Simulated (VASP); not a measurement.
# Sn (Immm) in VASP: single point with PBEsol

Aim: the single point of Sn with PBEsol.

All numbers are computed with VASP 6.6.1; they aren't measurements. Logs are shortened: lines on timing, memory, paths and dates and some standing lists are left out, and cuts for length are marked.

### 1 The cell of the first run

It takes space group Immm (No. 71, orthorhombic). The conventional cell has a = 3.318 Å, b = 3.566 Å, c = 4.431 Å, α = 90.00°, β = 90.00°, γ = 90.00°. Sn (site symmetry mmm) has 12 Sn at 3.29 to 3.57 Å within 4.3 Å.

### 2 Single point, PBEsol

Contents of INCAR:

```
SYSTEM = Sn
  PREC = Accurate
  ENCUT = 520
  EDIFF = 1E-6
  ISMEAR = -1
  SIGMA = 0.1
  LREAL = .FALSE.
  LASPH = .TRUE.
  NELM = 60
  ALGO = Normal
  ISIF = 2
  LWAVE = .FALSE.
  LCHARG = .FALSE.
  GGA = PS
  NBANDS = 13
```

Contents of KPOINTS:

```
Automatic mesh
0
G
  8 8 8
  0 0 0
```

Contents of POSCAR:

```
Sn
1.0
   -1.6589622936      1.7829849915      2.2152858255
    1.6589622936     -1.7829849915      2.2152858255
    1.6589622936      1.7829849915     -2.2152858255
Sn
1
Direct
    0.0033238040     -0.0009931105     -0.0019548735
```

Potentials or basis: VASP PAW PBE potentials, release 64 (Sn_d).

Started as:

```
$ cat potpaw_PBE.64/Sn_d/POTCAR > POTCAR
$ mpirun -np 1 vasp_std > vasp.out
```

OUTCAR:

```text
SYSTEM = Sn
   PREC = Accurate
   ENCUT = 520
   EDIFF = 1E-6
   ISMEAR = -1
   LREAL = .FALSE.
   LASPH = .TRUE.
   NELM = 60
   ISIF = 2
   GGA = PS

 ion  position               nearest neighbor table
   1  0.003  0.999  0.998-

  LATTYP: Found a body centered orthorhombic cell.
 ALAT       =     3.3179245872
 B/A-ratio  =     1.0747592024
 C/A-ratio  =     1.3353442896

  Lattice vectors:

 A1 = (  -1.6589622936,   1.7829849915,   2.2152858255)
 A2 = (   1.6589622936,  -1.7829849915,   2.2152858255)
 A3 = (   1.6589622936,   1.7829849915,  -2.2152858255)

Analysis of symmetry for initial positions (statically):
=====================================================================
 Subroutine PRICEL returns:
 Original cell was already a primitive cell.

 Routine SETGRP: Setting up the symmetry group for a
 body centered orthorhombic supercell.

 Subroutine GETGRP returns: Found  8 space group operations
 (whereof  1 operations were pure point group operations)
 out of a pool of  8 trial point group operations.

The static configuration has the point symmetry C_1 .
 The point group associated with its full space group is D_2h.

Analysis of symmetry for dynamics (positions and initial velocities):
=====================================================================
 Subroutine PRICEL returns:
 Original cell was already a primitive cell.

 Routine SETGRP: Setting up the symmetry group for a
 body centered orthorhombic supercell.

 Subroutine GETGRP returns: Found  8 space group operations
 (whereof  1 operations were pure point group operations)
 out of a pool of  8 trial point group operations.

The dynamic configuration has the point symmetry C_1 .
 The point group associated with its full space group is D_2h.

 Subroutine INISYM returns: Found  8 space group operations
 (whereof  1 operations are pure point group operations),
 and found     1 'primitive' translations

----------------------------------------------------------------------------------------

                                     Primitive cell

  volume of cell :      26.2104

  direct lattice vectors                    reciprocal lattice vectors
    -1.658962294  1.782984992  2.215285826     0.000000000  0.280428608  0.225704509
     1.658962294 -1.782984992  2.215285826     0.301393228  0.000000000  0.225704509
     1.658962294  1.782984992 -2.215285826     0.301393228  0.280428608  0.000000000

  length of vectors
     3.292215464  3.292215464  3.292215464     0.359976013  0.376537386  0.411677158

  position of ions in fractional coordinates (direct lattice)
     0.003323804  0.999006890  0.998045127

  ion indices of the primitive-cell ions
   primitive index   ion index
                 1           1

----------------------------------------------------------------------------------------

 KPOINTS: Automatic mesh

Automatic generation of k-mesh.
 Grid dimensions read from file:
 generate k-points for:    8    8    8

 Generating k-lattice:

  Cartesian coordinates                     Fractional coordinates (reciprocal lattice)
     0.000000000  0.035053576  0.028213064     0.125000000 -0.000000000  0.000000000
     0.037674153  0.000000000  0.028213064    -0.000000000  0.125000000  0.000000000
     0.037674153  0.035053576  0.000000000     0.000000000  0.000000000  0.125000000

  Length of vectors
     0.044997002  0.047067173  0.051459645

  Shift w.r.t. Gamma in fractional coordinates (k-lattice)
     0.000000000  0.000000000  0.000000000

 Subroutine IBZKPT returns following result:
 ===========================================

 Found     95 irreducible k-points:

 Following reciprocal coordinates:
            Coordinates               Weight
  0.000000  0.000000  0.000000      1.000000
  0.125000  0.000000  0.000000      4.000000
  0.250000  0.000000  0.000000      4.000000
  0.375000 -0.000000  0.000000      4.000000
  0.500000  0.000000  0.000000      2.000000
  0.000000  0.125000  0.000000      4.000000
[... 16 lines left out ...]
  0.125000  0.375000  0.000000      8.000000
  0.250000  0.375000  0.000000      8.000000
 [... further k-points ...]
   k-points           NKPTS =     95   k-points in BZ     NKDIM =     95   number of bands    NBANDS=     13
   number of dos      NEDOS =    301   number of ions     NIONS =      1
   total plane-waves  NPLWV =  13824
   dimension x,y,z NGX =    24 NGY =   24 NGZ =   24
   dimension x,y,z NGXF=    48 NGYF=   48 NGZF=   48
   ions per type =               1
   NGX,Y,Z   is equivalent  to a cutoff of  12.12, 12.12, 12.12 a.u.
   NGXF,Y,Z  is equivalent  to a cutoff of  24.24, 24.24, 24.24 a.u.
 SYSTEM =  Sn
   PREC   = accura    normal or accurate (medium, high low for compatibility)
   ISTART =      0    job   : 0-new  1-cont  2-samecut
   ICHARG =      2    charge: 1-file 2-atom 10-const
   ISPIN  =      1    spin polarized calculation?
   LNONCOLLINEAR =      F non collinear calculations
   LSORBIT =      F    spin-orbit coupling
   LASPH  =      T    aspherical Exc in radial PAW
   ENCUT  =  520.0 eV  38.22 Ry    6.18 a.u.   6.12  6.12  6.12*2*pi/ulx,y,z
   NELM   =     60;   NELMIN=  2; NELMDL= -5     # of ELM steps
   EDIFF  = 0.1E-05   stopping-criterion for ELM
   LREAL  =      F    real-space projection
   EDIFFG = 0.1E-04   stopping-criterion for IOM
   NSW    =      0    number of steps for IOM
   IBRION =     -1    ionic relax: 0-MD 1-quasi-New 2-CG
   NFREE  =      0    steps in history (QN), initial steepest desc. (CG)
   ISIF   =      2    stress and relaxation
   ISYM   =      2    0-nonsym 1-usesym 2-fastsym
   POTIM  = 0.5000    time-step for ionic-motion
   TEBEG  =    0.0;   TEEND  =   0.0 temperature during run
   PSTRESS=    0.0 pullay stress
   NELECT =      14.0000    total number of electrons
   NUPDOWN=      -1.0000    fix difference up-down
   EMIN   =  10.00;   EMAX   =-10.00  energy-range for DOS
   EFERMI =   0.00;   METHOD = LEGACY
   ISMEAR =    -1;   SIGMA  =   0.10  broadening in eV -4-tet -1-fermi 0-gaus
   EFERMI_NEDOS =   21; number of points for ismear=-14 and -15
   IALGO  =     38    algorithm
   IMIX   =      4    mixing-type and parameters
     AMIX     =   0.40;   BMIX     =  1.00
     AMIX_MAG =   1.60;   BMIX_MAG =  1.00
  volume/ion in A,a.u.               =      26.21       176.88
  Fermi-wavevector in a.u.,A,eV,Ry     =   1.328290  2.510104 24.005493  1.764354
  Thomas-Fermi vector in A             =   2.457538
   LORBIT       =      0    0 simple, 1 ext, 2 COOP (PROOUT), +10 PAW based schemes
   GGA     = PS    functional components
   LHFCALC =     F    Hartree Fock is set to
   AEXX    =    0.0000 exact exchange contribution
   IVDW    =     0    specifies the selected vdW correction
   LEPSILON=     F    determine dielectric tensor
   LRPA    =     F    only Hartree local field effects (RPA)
 non-spin polarized calculation
  energy-cutoff  :      520.00
  volume of cell :       26.21
 maximum number of plane-waves:       724
   NGX = 13   NGY = 13   NGZ = 13

 number of electron      13.9999995 magnetization

 Free energy of the ion-electron system (eV)
  ---------------------------------------------------
  ext. energy  EPLUGINS =         0.00000000
  ---------------------------------------------------
  free energy    TOTEN  =        -4.26010252 eV

  energy without entropy =       -4.24656101  energy(sigma->0) =       -4.25333177

 E-fermi :   8.5845     XC(G=0): -10.6728

 val. band max:        8.5826852240   @ k =  -0.2500   0.2500   0.2500
 cond. band min:       8.6424609190   @ k =   0.2500  -0.2500   0.2500
 fundamental gap:      0.0597756951
 Fermi energy:         8.5844967648

 k-point     1 :       0.0000    0.0000    0.0000
  band No.  band energies     occupation
      1     -13.0915      2.00000
      2     -13.0522      2.00000
      3     -13.0234      2.00000
      4     -12.9957      2.00000
      5     -12.9280      2.00000
      6      -3.0043      2.00000
      7      15.7748      0.00000
      8      16.0654      0.00000
      9      17.2793      0.00000
     10      19.4574      0.00000
     11      19.6079      0.00000
     12      20.4639      0.00000
     13      21.3954      0.00000

 k-point     2 :       0.1250    0.0000    0.0000
  band No.  band energies     occupation
      1     -13.0795      2.00000
      2     -13.0416      2.00000
      3     -13.0263      2.00000
      4     -12.9870      2.00000
      5     -12.9304      2.00000
      6      -2.6868      2.00000
      7      12.9673      0.00000
      8      15.8406      0.00000
      9      16.5729      0.00000
     10      18.9076      0.00000
     11      20.4856      0.00000
     12      21.6839      0.00000
     13      21.8191      0.00000

 k-point     3 :       0.2500    0.0000    0.0000
  band No.  band energies     occupation
      1     -13.0601      2.00000
      2     -13.0408      2.00000
      3     -13.0315      2.00000
      4     -12.9408      2.00000
      5     -12.9298      2.00000
      6      -1.7342      2.00000
      7       9.0244      0.02429
      8      15.4178      0.00000
      9      15.6513      0.00000
     10      18.6148      0.00000
     11      20.1794      0.00000
     12      20.4204      0.00000
     13      22.1602      0.00000
[... 305 lines left out ...]
 k-point    23 :       0.1250    0.3750    0.0000
  band No.  band energies     occupation
      1     -13.0791      2.00000
      2     -13.0437      2.00000
      3     -12.9873      2.00000
      4     -12.8983      2.00000
      5     -12.8825      2.00000
      6       1.1502      2.00000
      7       5.2804      2.00000
      8      10.8498      0.00000
      9      13.9237      0.00000
     10      17.9734      0.00000
     11      18.7568      0.00000
     12      21.3330      0.00000
     13      22.4060      0.00000

 k-point    24 :       0.2500    0.3750    0.0000
  band No.  band energies     occupation
      1     -13.0848      2.00000
      2     -12.9986      2.00000
      3     -12.9632      2.00000
      4     -12.9299      2.00000
      5     -12.8912      2.00000
      6       2.5323      2.00000
      7       5.1955      2.00000
      8       7.7797      1.99936
      9      12.8069      0.00000
     10      16.5463      0.00000
     11      20.7123      0.00000
     12      24.9155      0.00000
     13      25.3677      0.00000

 [... further k-points ...]

------------------------ aborting loop because EDIFF is reached ----------------------------------------

  FORCE on cell =-STRESS in cart. coord.  units (eV):
  Direction    XX          YY          ZZ          XY          YZ          ZX
  --------------------------------------------------------------------------------------
  -------------------------------------------------------------------------------------
  Total        0.1909968     -0.0701729      0.0459898      0.0000000      0.0000000      0.0000000
  in kB       11.6751535     -4.2894930      2.8112420      0.0000000      0.0000000      0.0000000
  external PRESSURE =       3.3989675 kB  Pullay stress =       0.0000000 kB

 VOLUME and BASIS-vectors are now :
 -----------------------------------------------------------------------------
  energy-cutoff  :      520.00
  volume of cell :       26.21
      direct lattice vectors                 reciprocal lattice vectors
    -1.658962294  1.782984992  2.215285826     0.000000000  0.280428608  0.225704509
     1.658962294 -1.782984992  2.215285826     0.301393228  0.000000000  0.225704509
     1.658962294  1.782984992 -2.215285826     0.301393228  0.280428608  0.000000000

 POSITION                                       TOTAL-FORCE (eV/Angst)
 -----------------------------------------------------------------------------------
      3.30752      0.00421      0.00949        -0.000000      0.000000      0.000000
 -----------------------------------------------------------------------------------
    total drift:                                0.000053     -0.000004     -0.000013

  FREE ENERGIE OF THE ION-ELECTRON SYSTEM (eV)
  ---------------------------------------------------
  free  energy   TOTEN  =        -4.2601025242 eV

  energy  without entropy=       -4.2465610127  energy(sigma->0) =       -4.25333177
```

It took 15 s on 1 thread of Intel Xeon 6975P-C, shared host; peak memory 0.15 GiB.

Results:

```
Free energy            : -4.2601 eV
Pressure               : 0.3 GPa
Band gap on the k mesh : zero (band 7 reaches 15.77 eV, above the bottom of band 8 at 6.68 eV)
```

Caveat: the PAW data sets were made with another functional, which shifts forces and pressure a little; spin-orbit coupling is left out, which moves the levels of the heavy elements.
